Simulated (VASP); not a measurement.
Crystal: Pd.

```xyz
1
Lattice="0.0000 1.9500 1.9500 1.9500 0.0000 1.9500 1.9500 1.9500 0.0000" Properties=species:S:1:pos:R:3 pbc="T T T"
Pd    0.0000    0.0000    0.0000
```

- Program: VASP 6.6.1
- Task: relaxation of cell and atoms
- Functional: LDA
- Potentials or basis: VASP PAW LDA potentials, release 64 (Pd)
- Cutoff: 500 eV
- k mesh: 12 × 12 × 12
- Occupations: gaussian, width 0.1 eV
- Spin: no spin polarisation

At the start: pressure -9.4 GPa; volume 14.83 Å³/atom.

Task: How do energy, volume and symmetry change on relaxing?

Result: Over 7 steps the energy falls by 21.2 meV/atom and the volume is 14.14 Å³/atom (-4.6 %); space group Fm-3m (No. 225, to 0.05 Å).

The path:
```
step  energy change (eV)  largest force (eV/Å)  pressure (GPa)  volume (Å³)
   1              0.0000                0.0000           -9.39        14.83
   2              0.0515                0.0000           23.01        13.04
   3             -0.0212                0.0000           -0.26        14.16
   4             -0.0212                0.0000           -0.05        14.15
   5             -0.0212                0.0000            0.17        14.13
   6             -0.0212                0.0000           -0.24        14.16
   7             -0.0212                0.0000            0.00        14.14
```

Final structure:
```
Pd
1.0
     0.00000    1.91949    1.91949
     1.91949    0.00000    1.91949
     1.91949    1.91949    0.00000
Pd
1
Direct
  0.00000 0.00000 0.00000
```
